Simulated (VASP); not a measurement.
Input of a VASP 6.6.1 run:

Contents of INCAR:

```
SYSTEM = K
PREC     = Accurate       ! precision mode
ENCUT    = 520            ! plane-wave cutoff, eV
EDIFF    = 1E-7           ! SCF threshold, eV
ISMEAR   = -1             ! smearing method
SIGMA    = 0.1            ! smearing width, eV
LREAL    = .FALSE.        ! projectors in reciprocal space
LASPH    = .TRUE.         ! aspherical terms in the spheres
NELM     = 80             ! most SCF steps
ALGO     = Normal         ! electronic algorithm
ISIF     = 2              ! what is computed and relaxed
LWAVE    = .FALSE.        ! write WAVECAR
LCHARG   = .TRUE.         ! write CHGCAR
GGA      = PE             ! functional
LELF     = .TRUE.         ! ELF
LVHAR    = .TRUE.       
NBANDS   = 16             ! bands
```

Contents of KPOINTS:

```
regular mesh
0
G
  13 13 7
  0 0 0
```

The input POSCAR:

```
K
1.0
    4.7788610770      0.0000000000      0.0000000000
   -2.3894305385      4.1386150938      0.0000000000
    0.0000000000      0.0000000000      7.7917402714
K
2
Direct
    0.3333333333      0.6666666667      0.2500000000
    0.6666666667      0.3333333333      0.7500000000
```

Potentials or basis: VASP PAW PBE potentials, release 64 (K_sv).

Command:

```console
$ cat potpaw_PBE.64/K_sv/POTCAR > POTCAR
$ mpirun -np 1 vasp_std > vasp.out
```

(1) Predict the pressure.

(2) Estimate the band gap on the k mesh.

## Answers

(1) -0.1 GPa.

(2) zero (bands 9 and 10 overlap by 2.05 eV).
